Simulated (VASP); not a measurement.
Input of a VASP 6.6.1 run:

The input INCAR:

```
  ALGO = Normal
  EDIFF = 1E-6
  ENCUT = 600
  GGA = PS
  GGA_COMPAT = F
  ISIF = 2
  ISMEAR = -1
  LASPH = T
  LCHARG = F
  LREAL = F
  LWAVE = F
  NBANDS = 11
  NELM = 120
  PREC = Accurate
  SIGMA = 0.02
```

File KPOINTS:

```
k-points
0
Gamma
  8 8 8
```

File POSCAR:

```
AlN
1.0
    0.0328166667      1.9854083333      1.9854083333
    1.9854083333      0.0328166667      1.9854083333
    1.9854083333      1.9854083333      0.0328166667
Al N
1 1
Direct
    0.0000000000      0.0000000000      0.0000000000
    0.5000000000      0.5000000000      0.5000000000
```

Potentials or basis: VASP PAW PBE potentials, release 64 (Al, N).

The run is started by

```sh
$ cat potpaw_PBE.64/Al/POTCAR potpaw_PBE.64/N/POTCAR > POTCAR
$ mpirun -np 1 vasp_std > vasp.out
```

Question: What does it give for the pressure?

Answer: 24.8 GPa.

Question: Estimate the band gap on the k mesh.

Answer: 4.70 eV (least direct gap 6.68 eV).

Stress tensor (GPa, compression positive):
```
24.77 -5.94 -5.94
-5.94 24.77 -5.94
-5.94 -5.94 24.77
```

Caveat: the cell stands under pressure; the PAW data sets were made with another functional, which shifts forces and pressure a little. A k mesh can miss the band edges.
